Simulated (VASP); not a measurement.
Write the native input for VASP 6.6.1 that does the following.

| Quantity | Value |
| --- | --- |
| Task | single point |
| Functional | PBE |
| Potentials or basis | VASP PAW PBE potentials, release 64 (B) |
| Cutoff | 520 eV |
| k mesh | 8 × 8 × 12 |
| Occupations | gaussian, width 0.1 eV |
| Spin | no spin polarisation |
| Dipole correction | no |
| k mesh for the DOS | 12 × 12 × 18 |
| Occupations for the DOS | tetrahedron |
| Further INCAR settings | ALGO = Normal; EDIFF = 1e-06 |

The system is B.

```
B
1.0
     5.25432    0.00000    0.00000
     0.00000    4.50981    0.00000
     0.00000    0.00000    3.02849
B
8
Direct
  0.41635 0.00000 0.74914
  0.08365 0.00000 0.74914
  0.58365 0.00000 0.25086
  0.91635 0.00000 0.25086
  0.00000 0.32178 0.00000
  0.50000 0.67822 0.00000
  0.00000 0.67822 0.00000
  0.50000 0.32178 0.00000
```

These files were run (other wordings do the same):

POSCAR

```
B
1.0
    5.2543248092      0.0000000000      0.0000000000
    0.0000000000      4.5098109932      0.0000000000
    0.0000000000      0.0000000000      3.0284887986
B
8
Direct
    0.4163497174      0.0000000000      0.7491409316
    0.0836502826      0.0000000000      0.7491409316
    0.5836502826      0.0000000000      0.2508590684
    0.9163497174      0.0000000000      0.2508590684
    0.0000000000      0.3217839388      0.0000000000
    0.5000000000      0.6782160612      0.0000000000
    0.0000000000      0.6782160612      0.0000000000
    0.5000000000      0.3217839388      0.0000000000
```

INCAR.step1

```
  PREC = Accurate
  ENCUT = 520
  EDIFF = 1E-6
  ISMEAR = 0
  SIGMA = 0.1
  LREAL = F
  LASPH = T
  NELM = 60
  ALGO = Normal
  ISIF = 2
  LWAVE = F
  LCHARG = T
  GGA = PE
  NBANDS = 22
```

KPOINTS.step1

```
Automatic mesh
0
Gamma
  8 8 12
```

INCAR.step2

```
  PREC = Accurate
  ENCUT = 520
  EDIFF = 1E-6
  ISMEAR = -5
  SIGMA = 0.1
  LREAL = F
  LASPH = T
  NELM = 60
  ALGO = Normal
  ISIF = 2
  LWAVE = F
  LCHARG = F
  GGA = PE
  LORBIT = 11
  NEDOS = 1001
  ICHARG = 11
```

KPOINTS.step2

```
Automatic mesh
0
Gamma
  12 12 18
```

Potentials or basis: VASP PAW PBE potentials, release 64 (B).

Run with:

```bash
$ cat potpaw_PBE.64/B/POTCAR > POTCAR
$ cp INCAR.step1 INCAR
$ cp KPOINTS.step1 KPOINTS
$ mpirun -np 1 vasp_std > vasp.out
$ cp INCAR.step2 INCAR
$ cp KPOINTS.step2 KPOINTS
$ mpirun -np 1 vasp_std > vasp.out
```

It gave:

* Valence electrons inside the program's atomic spheres: B 2.05, 1.87 (each value once)

It took 11 min on 1 thread of AMD EPYC 7R13, with other jobs on the host, peak memory 0.5 GiB.
